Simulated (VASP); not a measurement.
The system is SiO.

```
Si O
1.0
     2.80697    0.00000    0.00000
     0.00000    2.80697    0.00000
     0.00000    0.00000    2.80697
Si O
1 1
Cartesian
  0.0000 0.0000 0.0000
  1.4035 1.4035 1.4035
```

| Item | Value |
| --- | --- |
| Program | VASP 6.6.1 |
| Task | relaxation of cell and atoms |
| Functional | revPBE |
| Dispersion | D3(BJ) |
| Potentials or basis | VASP PAW PBE potentials, release 64 (Si, O) |
| Cutoff | 600 eV |
| k mesh | 9 × 9 × 9 |
| Occupations | fermi-dirac, width 0.05 eV |
| Spin | no spin polarisation |

At the start: pressure -1.6 GPa; volume 11.06 Å³/atom.

Where does the relaxation end?

Over 3 steps the energy falls by 2.4 meV/atom and the volume is 10.71 Å³/atom (-3.1 %); space group Pm-3m (No. 221, to 0.05 Å).

Step by step:
```csv
step,energy change (eV),largest force (eV/Å),pressure (GPa),volume (Å³)
1,0.0000,0.0000,-1.62,22.12
2,-0.0032,0.0000,-1.15,21.76
3,-0.0047,0.0000,-0.13,21.43
```

Final structure:
```xyz
2
Lattice="2.7775 0.0000 0.0000 0.0000 2.7775 0.0000 0.0000 0.0000 2.7775" Properties=species:S:1:pos:R:3 pbc="T T T"
Si    0.0000    0.0000    0.0000
O     1.3887    1.3887    1.3887
```

Caveat: the PAW data sets were made with another functional, which shifts forces and pressure a little; pairwise dispersion overbinds metals, which lowers pressure and volume.
